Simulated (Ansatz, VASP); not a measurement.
Ru in VASP and in Ansatz

Contents of INCAR:

```
PREC = Accurate
ENCUT = 520
EDIFF = 1E-6
ISMEAR = -1
SIGMA = 0.08
LREAL = F
LASPH = T
NELM = 100
ALGO = Normal
ISIF = 2
LWAVE = F
LCHARG = F
GGA = PS
NBANDS = 21
```

File KPOINTS:

```
Automatic mesh
0
Gamma
  18 18 10
```

POSCAR

```
Ru
1.0
    2.6902825050      0.0000000000      0.0000000000
   -1.3451412525      2.3298529927      0.0000000000
    0.0000000000      0.0000000000      4.2511266246
Ru
2
Direct
    0.3333333333      0.6666666667      0.2500000000
    0.6666666667      0.3333333333      0.7500000000
```

Input for Ansatz:

```yaml
crystal:
  lattice:
    - [2.690282505, 0.0, 0.0]
    - [-1.3451412525, 2.3298529927, 0.0]
    - [0.0, 0.0, 4.2511266246]
  atoms:
    - { symbol: Ru, position: [0.3333333333, 0.6666666667, 0.25] }
    - { symbol: Ru, position: [0.6666666667, 0.3333333333, 0.75] }
kpoints:
  mp_grid: { grid: [18, 18, 10] }
scf:
  occupations: { method: fermi_dirac, width: 0.08 }
hamiltonian:
  xc: pbesol
  pseudopotentials: { kind: paw, source: ansatz }
output:
  forces: true
  stress: true
  eigenvalues: true
```

Change from the starting cell: volume scaled by 1, PAW files, source ansatz.

Alike in both runs: task single point; functional PBEsol; k mesh 18 × 18 × 10; occupations fermi-dirac, width 0.08 eV; no spin polarisation.

```csv
,VASP,Ansatz
version,VASP 6.6.1,Ansatz 0.2.0
potentials or method,"VASP PAW PBE potentials, release 64 (Ru_pv)",scalar-relativistic
plane-wave cutoff (eV),520,660
valence electrons in the cell,28,32
```

|  | VASP | Ansatz | Ansatz less VASP |
| --- | --- | --- | --- |
| pressure (GPa) | 0.0 | 0.0 | +0.01 |

VASP's potentials were made for PBE, not for PBEsol. With one functional, cell and mesh, what is left measures potentials, basis and numerics. VASP's potentials hold 28 valence electrons a cell and Ansatz's 32, so a difference there can come from the potentials and not from the codes.
